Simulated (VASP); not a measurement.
Set up this calculation in VASP 6.6.1, as the native input.

| Property | Result |
| --- | --- |
| Task | relaxation of cell and atoms |
| Functional | PBE |
| Potentials or basis | VASP PAW PBE potentials, release 64 (Rh_pv) |
| Cutoff | 600 eV |
| k mesh | 20 × 20 × 20 |
| Occupations | fermi-dirac, width 0.1 eV |
| Spin | no spin polarisation |
| Target pressure | 10 GPa |
| Dipole correction | no |
| Further INCAR settings | ALGO = Normal; EDIFF = 1e-07; IBRION = 2; EDIFFG = -0.01; NSW = 80; ISIF = 3 |

The structure of Rh lies in POSCAR:

```
Rh
1.0
    1.5050000000      1.5050000000      1.5050000000
   -1.5050000000      1.5050000000      1.5050000000
   -1.5050000000     -1.5050000000      1.5050000000
Rh
1
Direct
    0.0000000000      0.0000000000      0.0000000000
```

This isn't the form of Rh at room conditions, which is fcc.

The input as run:

INCAR

```
SYSTEM = Rh
PREC     = Accurate       ! precision mode
ENCUT    = 600            ! plane-wave cutoff, eV
EDIFF    = 1E-7           ! SCF threshold, eV
ISMEAR   = -1             ! smearing method
SIGMA    = 0.1            ! smearing width, eV
LREAL    = .FALSE.        ! projectors in reciprocal space
LASPH    = .TRUE.         ! aspherical terms in the spheres
NELM     = 60             ! most SCF steps
ALGO     = Normal         ! electronic algorithm
ISIF     = 3              ! what is computed and relaxed
LWAVE    = .FALSE.        ! write WAVECAR
LCHARG   = .FALSE.        ! write CHGCAR
GGA      = PE             ! functional
IBRION   = 2              ! ionic algorithm
NSW      = 80             ! ionic steps
EDIFFG   = -0.01          ! ionic threshold
PSTRESS  = 100.0
```

KPOINTS

```
regular mesh
0
G
  20 20 20
  0 0 0
```

Potentials or basis: VASP PAW PBE potentials, release 64 (Rh_pv).

The run is started by

```console
$ cat potpaw_PBE.64/Rh_pv/POTCAR > POTCAR
$ mpirun -np 1 vasp_std > vasp.out
```

It gave:

```yaml
Relaxed_volume: 13.94 Å³/atom
Relaxed_cell: a = 2.626 Å, b = 2.626 Å, c = 2.626 Å, α = 70.53°, β = 109.47°, γ = 70.53°
Space_group_after_relaxing_to_0.1_Å: Im-3m (No. 229)
Energy_change_on_relaxing_the_run_minimises_the_enthalpy: -24.9 meV/atom
Ionic_steps: 3
Pressure_after_relaxing: 9.9 GPa
Band_gap_on_the_k_mesh: zero (an odd number of electrons rules out a gap without spin polarisation)
```

Caveat: the cell is relaxed towards a set pressure, so the run minimises the enthalpy, not the energy.

Run time: 56 s on 1 thread of Intel(R) Xeon(R) Platinum 8259CL CPU @ 2.50GHz (Skylake/Cascade Lake) (shared host), peak memory 0.18 GiB.
